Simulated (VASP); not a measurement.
Here is a VASP 6.6.1 calculation.

Contents of INCAR:

```
SYSTEM = Sn4O7
ALGO = Normal
EDIFF = 1E-6
ENCUT = 520
GGA = PE
ISIF = 2
ISMEAR = 0
IVDW = 12
KPAR = 4
LASPH = .TRUE.
LCHARG = .TRUE.
LREAL = .FALSE.
LVHAR = .TRUE.
LWAVE = .FALSE.
NBANDS = 60
NELECT = 96.0
NELM = 60
PREC = Accurate
SIGMA = 0.05
```

Contents of KPOINTS:

```
k-points
0
G
  6 6 6
  0 0 0
```

The input POSCAR:

```
Sn4O7
1.0
   -3.2376496260     -1.8692578831      4.2923370236
    3.2376496260     -1.8692578831      4.2923370236
    0.0000000000      3.7385157663      4.2923370236
Sn O
4 7
Direct
    0.5000000000      0.5000000000      0.5000000000
    0.0000000000      0.0000000000      0.5000000000
    0.0000000000      0.5000000000      0.0000000000
    0.5000000000      0.0000000000      0.0000000000
    0.7436146560      0.7436146560      0.2436146560
    0.7436146560      0.2436146560      0.7436146560
    0.2436146560      0.7436146560      0.7436146560
    0.7563853440      0.7563853440      0.7563853440
    0.2563853440      0.2563853440      0.7563853440
    0.2563853440      0.7563853440      0.2563853440
    0.7763401252      0.1935423482      0.2575397376
```

Potentials or basis: VASP PAW PBE potentials, release 64 (Sn_d, O).

The run is started by

```console
$ cat potpaw_PBE.64/Sn_d/POTCAR potpaw_PBE.64/O/POTCAR > POTCAR
$ mpirun -np 4 vasp_std > vasp.out
```

**Question.** Estimate the largest force.

**Answer.** 3.616 eV/Å.

**Question.** Estimate the dispersion energy per atom.

**Answer.** -0.201 eV.

Forces in eV/Å, atoms in the order of the input:
```
Sn  -0.462 -0.033  1.093
Sn  -0.994  3.417 -0.643
Sn   2.214 -1.005 -1.784
Sn  -2.410 -1.490 -1.570
O   -0.682  0.527 -0.202
O    0.315 -0.244  0.222
O   -0.122 -0.085  0.250
O   -0.123  0.333  0.284
O   -0.018  1.128  0.419
O    0.513 -0.679  0.474
O    1.769 -1.871  1.458
```

Caveat: the cell carries a net charge on a neutralising background, which shifts energy and pressure; the cell differs from its parent crystal (atoms taken out, atom 11 moved 0.000 of the way to it and -0.333 Å across, host rigid).
